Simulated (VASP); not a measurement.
# Ga (Fmmm) in VASP: single point with r2SCAN

Aim: the single point of Ga with r2SCAN.

Everything below comes from runs of VASP 6.6.1. Logs are shortened: lines on timing, memory, paths and dates and some standing lists are left out, and cuts for length are marked.

### Step 1. The cell of the first run

It takes space group Fmmm (No. 69, orthorhombic). The conventional cell has a = 3.773 Å, b = 4.170 Å, c = 4.458 Å, α = 90.00°, β = 90.00°, γ = 90.00°. Within 3.7 Å of Ga (site symmetry mmm) lie 12 Ga at 2.81 to 3.05 Å.

### Step 2. Single point, r2SCAN (strain -0.1000 x Voigt [0, 0, 0, 0, 0, 1])

POSCAR reads:

```
Ga
1.0
   -1.4742000000      1.4742000000      2.2290000000
    1.4742000000     -1.4742000000      2.2290000000
    1.3338000000      1.3338000000     -2.2290000000
Ga
1
Direct
    0.0000000000      0.0000000000      0.0000000000
```

INCAR.step1 reads:

```
PREC     = Accurate       # precision mode
ENCUT    = 520            # plane-wave cutoff, eV
ISMEAR   = 0              # smearing method
SIGMA    = 0.15           # smearing width, eV
LREAL    = False          # projectors in reciprocal space
LASPH    = True           # aspherical terms in the spheres
NELM     = 80             # most SCF steps
NBANDS   = 12             # bands
GGA      = PE             # functional
ALGO     = Normal         # electronic algorithm
EDIFF    = 1E-4           # SCF threshold, eV
LWAVE    = True           # write WAVECAR
LCHARG   = False          # write CHGCAR
```

INCAR.step2 reads:

```
PREC     = Accurate       # precision mode
ENCUT    = 520            # plane-wave cutoff, eV
EDIFF    = 1E-7           # SCF threshold, eV
ISMEAR   = 0              # smearing method
SIGMA    = 0.15           # smearing width, eV
LREAL    = False          # projectors in reciprocal space
LASPH    = True           # aspherical terms in the spheres
NELM     = 80             # most SCF steps
ALGO     = Normal         # electronic algorithm
ISIF     = 2              # what is computed and relaxed
LWAVE    = False          # write WAVECAR
LCHARG   = False          # write CHGCAR
METAGGA  = R2SCAN         # meta-GGA
LMIXTAU  = True         
NBANDS   = 12             # bands
ISTART   = 1
```

KPOINTS reads:

```
Automatic mesh
0
Gamma
  24 24 24
```

Potentials or basis: VASP PAW PBE potentials, release 64 (Ga_d).

On the command line:

```sh
$ cat potpaw_PBE.64/Ga_d/POTCAR > POTCAR
$ cp INCAR.step1 INCAR
$ mpirun -np 1 vasp_std > vasp.out
$ cp INCAR.step2 INCAR
$ mpirun -np 1 vasp_std > vasp.out
```

OUTCAR:

```text
PREC = Accurate
   ENCUT = 520
   EDIFF = 1E-7
   ISMEAR = 0
   LREAL = False
   LASPH = True
   NELM = 80
   ISIF = 2
   METAGGA = R2SCAN
   ISTART = 1

 ion  position               nearest neighbor table
   1  0.000  0.000  0.000-

  LATTYP: Found a face centered orthorhombic cell.
 ALAT       =     3.7725560990
 B/A-ratio  =     1.1052631579
 C/A-ratio  =     1.1816921692

  Lattice vectors:

 A1 = (   1.4742000000,  -1.4742000000,  -2.2290000000)
 A2 = (   1.3338000000,   1.3338000000,  -2.2290000000)
 A3 = (   2.8080000000,  -0.1404000000,   0.0000000000)

Analysis of symmetry for initial positions (statically):
=====================================================================
 Subroutine PRICEL returns:
 Original cell was already a primitive cell.

 Routine SETGRP: Setting up the symmetry group for a
 face centered orthorhombic supercell.

 Subroutine GETGRP returns: Found  8 space group operations
 (whereof  8 operations were pure point group operations)
 out of a pool of  8 trial point group operations.

The static configuration has the point symmetry D_2h.

Analysis of symmetry for dynamics (positions and initial velocities):
=====================================================================
 Subroutine PRICEL returns:
 Original cell was already a primitive cell.

 Routine SETGRP: Setting up the symmetry group for a
 face centered orthorhombic supercell.

 Subroutine GETGRP returns: Found  8 space group operations
 (whereof  8 operations were pure point group operations)
 out of a pool of  8 trial point group operations.

The dynamic configuration has the point symmetry D_2h.

 Subroutine INISYM returns: Found  8 space group operations
 (whereof  8 operations are pure point group operations),
 and found     1 'primitive' translations

----------------------------------------------------------------------------------------

                                     Primitive cell

  volume of cell :      17.5314

  direct lattice vectors                    reciprocal lattice vectors
    -1.474200000  1.474200000  2.229000000     0.017850895  0.357017901  0.224315837
     1.474200000 -1.474200000  2.229000000     0.357017901  0.017850895  0.224315837
     1.333800000  1.333800000 -2.229000000     0.374868796  0.374868796  0.000000000

  length of vectors
     3.052043951  3.052043951  2.920014705     0.422016624  0.422016624  0.530144535

  position of ions in fractional coordinates (direct lattice)
     0.000000000  0.000000000  0.000000000

  ion indices of the primitive-cell ions
   primitive index   ion index
                 1           1

----------------------------------------------------------------------------------------

 KPOINTS: Automatic mesh

Automatic generation of k-mesh.
 Grid dimensions read from file:
 generate k-points for:   24   24   24

 Generating k-lattice:

  Cartesian coordinates                     Fractional coordinates (reciprocal lattice)
     0.000743787  0.014875746  0.009346493     0.041666667  0.000000000  0.000000000
     0.014875746  0.000743787  0.009346493     0.000000000  0.041666667  0.000000000
     0.015619533  0.015619533  0.000000000     0.000000000  0.000000000  0.041666667

  Length of vectors
     0.017584026  0.017584026  0.022089356

  Shift w.r.t. Gamma in fractional coordinates (k-lattice)
     0.000000000  0.000000000  0.000000000

 Subroutine IBZKPT returns following result:
 ===========================================

 Found   1963 irreducible k-points:

 Following reciprocal coordinates:
            Coordinates               Weight
  0.000000  0.000000  0.000000      1.000000
  0.041667  0.000000  0.000000      8.000000
  0.083333  0.000000  0.000000      8.000000
  0.125000  0.000000 -0.000000      8.000000
  0.166667  0.000000  0.000000      8.000000
  0.208333  0.000000  0.000000      8.000000
[... 16 lines left out ...]
  0.416667  0.041667 -0.000000      8.000000
  0.458333  0.041667  0.000000      8.000000
 [... further k-points ...]
   k-points           NKPTS =   1963   k-points in BZ     NKDIM =   1963   number of bands    NBANDS=     12
   number of dos      NEDOS =    301   number of ions     NIONS =      1
   total plane-waves  NPLWV =  13824
   dimension x,y,z NGX =    24 NGY =   24 NGZ =   24
   dimension x,y,z NGXF=    48 NGYF=   48 NGZF=   48
   ions per type =               1
   NGX,Y,Z   is equivalent  to a cutoff of  13.07, 13.07, 13.66 a.u.
   NGXF,Y,Z  is equivalent  to a cutoff of  26.15, 26.15, 27.33 a.u.
 SYSTEM =  unknown system
   PREC   = accura    normal or accurate (medium, high low for compatibility)
   ISTART =      1    job   : 0-new  1-cont  2-samecut
   ICHARG =      0    charge: 1-file 2-atom 10-const
   ISPIN  =      1    spin polarized calculation?
   LNONCOLLINEAR =      F non collinear calculations
   LSORBIT =      F    spin-orbit coupling
   LASPH  =      T    aspherical Exc in radial PAW
   ENCUT  =  520.0 eV  38.22 Ry    6.18 a.u.   5.67  5.67  5.43*2*pi/ulx,y,z
   NELM   =     80;   NELMIN=  2; NELMDL=  0     # of ELM steps
   EDIFF  = 0.1E-06   stopping-criterion for ELM
   LREAL  =      F    real-space projection
   EDIFFG = 0.1E-05   stopping-criterion for IOM
   NSW    =      0    number of steps for IOM
   IBRION =     -1    ionic relax: 0-MD 1-quasi-New 2-CG
   NFREE  =      0    steps in history (QN), initial steepest desc. (CG)
   ISIF   =      2    stress and relaxation
   ISYM   =      2    0-nonsym 1-usesym 2-fastsym
   POTIM  = 0.5000    time-step for ionic-motion
   TEBEG  =    0.0;   TEEND  =   0.0 temperature during run
   PSTRESS=    0.0 pullay stress
   NELECT =      13.0000    total number of electrons
   NUPDOWN=      -1.0000    fix difference up-down
   EMIN   =  10.00;   EMAX   =-10.00  energy-range for DOS
   EFERMI =   0.00;   METHOD = LEGACY
   ISMEAR =     0;   SIGMA  =   0.15  broadening in eV -4-tet -1-fermi 0-gaus
   EFERMI_NEDOS =   21; number of points for ismear=-14 and -15
   IALGO  =     38    algorithm
   IMIX   =      4    mixing-type and parameters
     AMIX     =   0.40;   BMIX     =  1.00
     AMIX_MAG =   1.60;   BMIX_MAG =  1.00
  volume/ion in A,a.u.               =      17.53       118.31
  Fermi-wavevector in a.u.,A,eV,Ry     =   1.481779  2.800157 29.873907  2.195670
  Thomas-Fermi vector in A             =   2.595647
   LORBIT       =      0    0 simple, 1 ext, 2 COOP (PROOUT), +10 PAW based schemes
   METAGGA = R2SCAN    functional components
   LHFCALC =     F    Hartree Fock is set to
   AEXX    =    0.0000 exact exchange contribution
   IVDW    =     0    specifies the selected vdW correction
   LEPSILON=     F    determine dielectric tensor
   LRPA    =     F    only Hartree local field effects (RPA)
 non-spin polarized calculation
 Gauss-broadening in eV      SIGMA  =   0.15
  energy-cutoff  :      520.00
  volume of cell :       17.53
 maximum number of plane-waves:       492
   NGX = 11   NGY = 11   NGZ = 11

 number of electron      12.9999997 magnetization

 Free energy of the ion-electron system (eV)
  ---------------------------------------------------
  ext. energy  EPLUGINS =         0.00000000
  ---------------------------------------------------
  free energy    TOTEN  =       -11.30161222 eV

  energy without entropy =      -11.29731536  energy(sigma->0) =      -11.29946379

 E-fermi :   6.1776     XC(G=0): -12.6143

 val. band max:        6.1709103289   @ k =  -0.3333   0.5000   0.0417
 cond. band min:       6.1810884099   @ k =   0.2500   0.2500   0.1667
 fundamental gap:      0.0101780811
 Fermi energy:         6.1776273592

 k-point     1 :       0.0000    0.0000    0.0000
  band No.  band energies     occupation
      1      -9.4542      2.00000
      2      -9.3659      2.00000
      3      -9.3093      2.00000
      4      -9.2779      2.00000
      5      -9.1489      2.00000
      6      -6.0921      2.00000
      7      19.8362      0.00000
      8      20.1723      0.00000
      9      20.2537      0.00000
     10      23.4489      0.00000
     11      23.5479      0.00000
     12      23.9312      0.00000

 k-point     2 :       0.0417    0.0000    0.0000
  band No.  band energies     occupation
      1      -9.4515      2.00000
      2      -9.3646      2.00000
      3      -9.3085      2.00000
      4      -9.2778      2.00000
      5      -9.1503      2.00000
      6      -6.0421      2.00000
      7      19.2918      0.00000
      8      19.9203      0.00000
      9      20.0313      0.00000
     10      22.8157      0.00000
     11      23.8429      0.00000
     12      24.3235      0.00000

 k-point     3 :       0.0833    0.0000    0.0000
  band No.  band energies     occupation
      1      -9.4445      2.00000
      2      -9.3621      2.00000
      3      -9.3049      2.00000
      4      -9.2772      2.00000
      5      -9.1542      2.00000
      6      -5.8913      2.00000
      7      17.7180      0.00000
      8      19.4321      0.00000
      9      19.7765      0.00000
     10      22.4445      0.00000
     11      24.1308      0.00000
     12      24.7586      0.00000

 k-point     4 :       0.1250    0.0000   -0.0000
  band No.  band energies     occupation
      1      -9.4359      2.00000
      2      -9.3617      2.00000
      3      -9.2953      2.00000
      4      -9.2753      2.00000
      5      -9.1598      2.00000
      6      -5.6387      2.00000
      7      15.8662      0.00000
      8      18.8007      0.00000
      9      19.5219      0.00000
     10      22.2302      0.00000
     11      23.6884      0.00000
     12      25.3131      0.00000

 k-point     5 :       0.1667    0.0000    0.0000
  band No.  band energies     occupation
      1      -9.4294      2.00000
      2      -9.3670      2.00000
      3      -9.2783      2.00000
      4      -9.2700      2.00000
      5      -9.1655      2.00000
      6      -5.2828      2.00000
      7      13.9779      0.00000
      8      18.1566      0.00000
      9      19.2568      0.00000
     10      22.0228      0.00000
     11      23.0932      0.00000
     12      25.6685      0.00000
[... 228 lines left out ...]
      1      -9.4541      2.00000
      2      -9.4203      2.00000
      3      -9.2746      2.00000
      4      -9.1588      2.00000
      5      -9.1234      2.00000
      6      -2.4726      2.00000
      7       6.4628      0.00718
      8      15.7137      0.00000
      9      17.5364      0.00000
     10      20.2624      0.00000
     11      23.2453      0.00000
     12      24.8938      0.00000

 k-point    22 :       0.3750    0.0417   -0.0000
  band No.  band energies     occupation
      1      -9.4668      2.00000
      2      -9.4290      2.00000
      3      -9.2804      2.00000
      4      -9.1452      2.00000
      5      -9.0976      2.00000
      6      -1.5625      2.00000
      7       4.9462      2.00000
      8      15.4629      0.00000
      9      17.4120      0.00000
     10      20.0598      0.00000
     11      23.1066      0.00000
     12      24.6116      0.00000

 k-point    23 :       0.4167    0.0417   -0.0000
  band No.  band energies     occupation
      1      -9.4774      2.00000
      2      -9.4344      2.00000
      3      -9.2855      2.00000
      4      -9.1351      2.00000
      5      -9.0777      2.00000
      6      -0.5554      2.00000
      7       3.5243      2.00000
      8      15.2827      0.00000
      9      17.3810      0.00000
     10      19.9452      0.00000
     11      22.8151      0.00000
     12      24.4113      0.00000

 k-point    24 :       0.4583    0.0417    0.0000
  band No.  band energies     occupation
      1      -9.4837      2.00000
      2      -9.4371      2.00000
      3      -9.2889      2.00000
      4      -9.1290      2.00000
      5      -9.0665      2.00000
      6       0.5290      2.00000
      7       2.2178      2.00000
      8      15.1803      0.00000
      9      17.4376      0.00000
     10      19.9159      0.00000
     11      22.4822      0.00000
     12      24.1222      0.00000

 [... further k-points ...]
[... 5 lines left out ...]
  --------------------------------------------------------------------------------------
  -------------------------------------------------------------------------------------
  Total        0.1393424      0.1393424      0.0842007      0.1121488      0.0000000      0.0000000
  in kB       12.7343442     12.7343442      7.6950106     10.2491532      0.0000000      0.0000000
  external PRESSURE =      11.0545664 kB  Pullay stress =       0.0000000 kB

 VOLUME and BASIS-vectors are now :
 -----------------------------------------------------------------------------
  energy-cutoff  :      520.00
  volume of cell :       17.53
      direct lattice vectors                 reciprocal lattice vectors
    -1.474200000  1.474200000  2.229000000     0.017850895  0.357017901  0.224315837
     1.474200000 -1.474200000  2.229000000     0.357017901  0.017850895  0.224315837
     1.333800000  1.333800000 -2.229000000     0.374868796  0.374868796  0.000000000

 POSITION                                       TOTAL-FORCE (eV/Angst)
 -----------------------------------------------------------------------------------
      0.00000      0.00000      0.00000         0.000000      0.000000     -0.000000
 -----------------------------------------------------------------------------------
    total drift:                                0.000000      0.000000     -0.000000

  FREE ENERGIE OF THE ION-ELECTRON SYSTEM (eV)
  ---------------------------------------------------
  free  energy   TOTEN  =       -11.3016122167 eV

  energy  without entropy=      -11.2973153605  energy(sigma->0) =      -11.29946379
```

Run time: 7.4 min. Hardware: 1 thread of Intel Xeon 6975P-C (Granite Rapids), shared host; peak memory 0.49 GiB.

What came out:

- Free energy: -11.3016 eV
- Pressure: 1.1 GPa

Stress tensor (GPa, compression positive):
```
1.27 1.02 0.00
1.02 1.27 0.00
0.00 0.00 0.77
```

Caveat: the cell differs from its parent crystal (strain -0.1000 x Voigt [0, 0, 0, 0, 0, 1]); the PAW data sets were made with another functional, which shifts forces and pressure a little.
